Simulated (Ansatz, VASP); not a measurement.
Ta: VASP beside Ansatz

File INCAR:

```
SYSTEM = Ta
ALGO     = Normal         ! electronic algorithm
EDIFF    = 1E-8           ! SCF threshold, eV
ENCUT    = 520            ! plane-wave cutoff, eV
GGA      = CA             ! functional
ISIF     = 2              ! what is computed and relaxed
ISMEAR   = -1             ! smearing method
LASPH    = .True.         ! aspherical terms in the spheres
LCHARG   = .False.        ! write CHGCAR
LEFG     = .True.       
LREAL    = .False.        ! projectors in reciprocal space
LWAVE    = .False.        ! write WAVECAR
NBANDS   = 18             ! bands
NELM     = 100            ! most SCF steps
PREC     = Accurate       ! precision mode
SIGMA    = 0.05           ! smearing width, eV
```

Contents of KPOINTS:

```
k-points
0
Gamma
  12 12 6
  0 0 0
```

File POSCAR:

```
Ta
1.0
    2.9669564710      0.0000000000      0.0000000000
   -1.4834782355      2.5694596758      0.0000000000
    0.0000000000      0.0000000000      4.8064694830
Ta
2
Direct
    0.2533333333      0.6266666667      0.1900000000
    0.7466666667      0.3733333333      0.8100000000
```

Input for Ansatz:

```yaml
crystal:
  lattice:
    - [2.966956471, 0.0, 0.0]
    - [-1.4834782355, 2.5694596758, 0.0]
    - [0.0, 0.0, 4.806469483]
  atoms:
    - { symbol: Ta, position: [0.2533333333, 0.6266666667, 0.19] }
    - { symbol: Ta, position: [0.7466666667, 0.3733333333, 0.81] }
kpoints:
  mp_grid: { grid: [12, 12, 6] }
scf:
  occupations: { method: fermi_dirac, width: 0.05 }
hamiltonian:
  xc: lda
  pseudopotentials: { kind: paw }
output:
  forces: true
  stress: true
  eigenvalues: true
  efg: { contact_densities: true }
  populations: true
  write_density: true
  write_potential: true
  elf: true
  volumetric_format: npy
```

Change from the starting cell: shortest bond scaled by 0.76, PAW files.

Alike in both runs: task electric field gradients; functional LDA; k mesh 12 × 12 × 6; occupations fermi-dirac, width 0.05 eV; no spin polarisation.

|  | VASP | Ansatz |
| --- | --- | --- |
| version | VASP 6.6.1 | Ansatz 0.2.0 |
| potentials or method | VASP PAW LDA potentials, release 64 (Ta_pv) | PAW with Ansatz's default frozen-core files, scalar-relativistic |
| plane-wave cutoff (eV) | 520 | 420 |
| valence electrons in the cell | 22 | 26 |

Ansatz gave:

```
pressure (GPa)                                                : 20.3
traceless stress, the component that is largest in VASP (GPa) : 8.67
rms of the force components (eV/Å)                            : 3.616
size of Vzz on the site where it differs most (V/Å²)          : 348.7
```

Q: Which values does VASP return?

A: Pressure (GPa): 21.6; traceless stress, the component that is largest in VASP (GPa): 9.07; rms of the force components (eV/Å): 3.710; size of Vzz on the site where it differs most (V/Å²): 342.9.

LDA's correlation is that of Perdew and Zunger in VASP and of Perdew and Wang (1992) in Ansatz. Atom by atom the forces differ by 0.094 eV/Å (rms over components). VASP's potentials hold 22 valence electrons a cell and Ansatz's 26, so a difference there can come from the potentials and not from the codes.

Spin-orbit coupling is off throughout.
